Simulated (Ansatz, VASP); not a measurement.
One calculation of In5AgSe8, two programs

```
In Ag Se
1.0
     5.77498    0.00000    0.00000
     0.00000    5.77498    0.00000
     0.00000    0.00000   11.67690
In Ag Se
5 1 8
Cartesian
  0.0000 2.8875 2.9853
  2.8875 0.0000 8.6916
  0.0000 2.8875 8.6916
  2.8875 0.0000 2.9853
  2.8875 2.8875 0.0000
  0.0000 0.0000 5.8384
  1.2811 1.2811 1.2949
  1.2811 4.4939 10.3820
  4.4939 4.4939 1.2949
  4.4939 1.2811 10.3820
  4.1775 4.1775 7.1562
  4.1775 1.5975 4.5207
  1.5975 1.5975 7.1562
  1.5975 4.1775 4.5207
```

Alike in both runs: functional PBEsol; k mesh 6 × 6 × 4; occupations gaussian, width 0.01 eV; no spin polarisation.

Ansatz relaxed the structure, and its values are those at the end. VASP's run is a single point on that final structure, the one shown.

|  | VASP | Ansatz |
| --- | --- | --- |
| version | VASP 6.6.1 | Ansatz 0.2.0 |
| potentials or method | VASP PAW PBE potentials, release 64 (In_d, Ag, Se), cutoff 520 eV | scalar-relativistic, plane waves, PAW |
| valence electrons in the cell | 124 | 212 |

Ansatz gave:

| Quantity | Value |
| --- | --- |
| gap on the k mesh at the Fermi level (eV) | 0.22 |
| least direct gap on the mesh (eV) | 0.27 |
| pressure (GPa) | 0.0 |
| rms of the force components (eV/Å) | 0.002 |

Q: Which values does VASP return?

A: gap on the k mesh at the Fermi level (eV): 0.22; least direct gap on the mesh (eV): 0.27; pressure (GPa): 0.1; rms of the force components (eV/Å): 0.006.

VASP's potentials were made for PBE, not for PBEsol. With one functional, cell and mesh, what is left measures potentials, basis and numerics. VASP's potentials hold 124 valence electrons a cell and Ansatz's 212, so a difference there can come from the potentials and not from the codes.
